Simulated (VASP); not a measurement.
A run of VASP 6.6.1 is set up as follows.

File INCAR:

```
  PREC = Accurate
  ENCUT = 500
  EDIFF = 1E-6
  ISMEAR = -1
  SIGMA = 0.1
  LREAL = F
  LASPH = T
  NELM = 120
  ALGO = Normal
  ISIF = 2
  LWAVE = F
  LCHARG = F
  GGA = PE
  NBANDS = 40
  GGA_COMPAT = F
```

KPOINTS

```
Automatic mesh
0
Gamma
  9 9 4
```

File POSCAR:

```
HfBi2B4Cl
1.0
    3.7317690000      0.0000000000      0.0000000000
    0.0000000000      3.7317690000      0.0000000000
    0.0000000000      0.0000000000      8.6354010000
Cl Bi B Hf
1 2 4 1
Direct
    0.0000000000      0.0000000000      0.5000000000
    0.5000000000      0.5000000000      0.7194000000
    0.5000000000      0.5000000000      0.2806000000
    0.5000000000      0.0000000000      0.8470000000
    0.0000000000      0.5000000000      0.8470000000
    0.5000000000      0.0000000000      0.1530000000
    0.0000000000      0.5000000000      0.1530000000
    0.0000000000      0.0000000000      0.0000000000
```

Potentials or basis: VASP PAW PBE potentials, release 64 (Cl, Bi_d, B, Hf_pv).

Run with:

```sh
$ cat potpaw_PBE.64/Cl/POTCAR potpaw_PBE.64/Bi_d/POTCAR potpaw_PBE.64/B/POTCAR potpaw_PBE.64/Hf_pv/POTCAR > POTCAR
$ mpirun -np 1 vasp_std > vasp.out
```

Q: What does it give for the largest force?

A: 6.320 eV/Å.

Q: What does it give for the band gap on the k mesh?

A: Zero (an odd number of electrons rules out a gap without spin polarisation).

Forces on the atoms (eV/Å):
```
Cl   0.000  0.000  0.000
Bi   0.000  0.000 -6.320
Bi   0.000  0.000  6.320
B    0.000  0.000  1.962
B    0.000  0.000  1.962
B    0.000  0.000 -1.962
B    0.000  0.000 -1.962
Hf   0.000  0.000  0.000
```

Caveat: spin-orbit coupling is left out, which moves the levels of the heavy elements; an odd number of electrons without spin polarisation forces a metal; a magnetic or distorted state may lie lower.
